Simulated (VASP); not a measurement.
LiBi2:

```
CELL_PARAMETERS angstrom
3.70678 0.00000 0.00000
-1.85339 3.21017 0.00000
0.00000 0.00000 15.32754
ATOMIC_POSITIONS crystal
Li 0.00000 0.00000 0.00000
Li 0.33333 0.66667 0.50000
Bi 0.33333 0.66667 0.16219
Bi 0.66667 0.33333 0.33781
Bi 0.66667 0.33333 0.66219
Bi 0.33333 0.66667 0.83781
```

```yaml
Program: VASP 6.6.1
Task: relaxation of cell and atoms
Functional: PBE
Potentials_or_basis: VASP PAW PBE potentials, release 64 (Li_sv, Bi_d)
Cutoff: 600 eV
k_mesh: 6 × 6 × 1
Occupations: gaussian, width 0.1 eV
Spin: no spin polarisation
```

At the start: pressure -2.9 GPa; volume 30.40 Å³/atom.

Q: How do energy, volume and symmetry change on relaxing?

A: Over 13 steps the energy falls by 73.8 meV/atom and the volume is 26.64 Å³/atom (-12.4 %); space group P-6m2 (No. 187, to 0.05 Å).

The path:
```
step  energy change (eV)  largest force (eV/Å)  pressure (GPa)  volume (Å³)
   1              0.0000                0.4700           -2.94       182.39
   2             -0.2726                0.5075           -0.41       168.00
   3             -0.2968                0.5372            0.74       163.24
   4             -0.3598                0.3509            0.13       164.22
   5             -0.3933                0.1282           -0.37       165.51
   6             -0.3940                0.0968           -0.39       165.70
   7             -0.4039                0.0818           -0.07       163.67
   8             -0.4113                0.0583            0.42       160.86
   9             -0.4183                0.0540            0.36       160.57
  10             -0.4372                0.0289            0.25       159.68
  11             -0.4230                0.0896            0.38       157.80
  12             -0.4420                0.0245            0.27       159.06
  13             -0.4428                0.0178            0.08       159.82
```

Final structure:
```cif
data_structure
_symmetry_space_group_name_H-M 'P 1'
_symmetry_Int_Tables_number 1
_cell_length_a 3.5029
_cell_length_b 3.5029
_cell_length_c 15.0398
_cell_angle_alpha 90.000
_cell_angle_beta 90.000
_cell_angle_gamma 120.000
_cell_volume 159.82
loop_
_atom_site_label
_atom_site_type_symbol
_atom_site_fract_x
_atom_site_fract_y
_atom_site_fract_z
_atom_site_occupancy
Li1 Li 0.00000 0.00000 0.00000 1
Li2 Li 0.33333 0.66667 0.50000 1
Bi1 Bi 0.33333 0.66667 0.15060 1
Bi2 Bi 0.66667 0.33333 0.34832 1
Bi3 Bi 0.66667 0.33333 0.65168 1
Bi4 Bi 0.33333 0.66667 0.84940 1
```

Caveat: the k points lie up to 0.42 Å⁻¹ apart in the final cell; the cutoff is under 1.25 times the usual one of these potentials, so pressure, stress and relaxed cells hold a basis-set (Pulay) error.
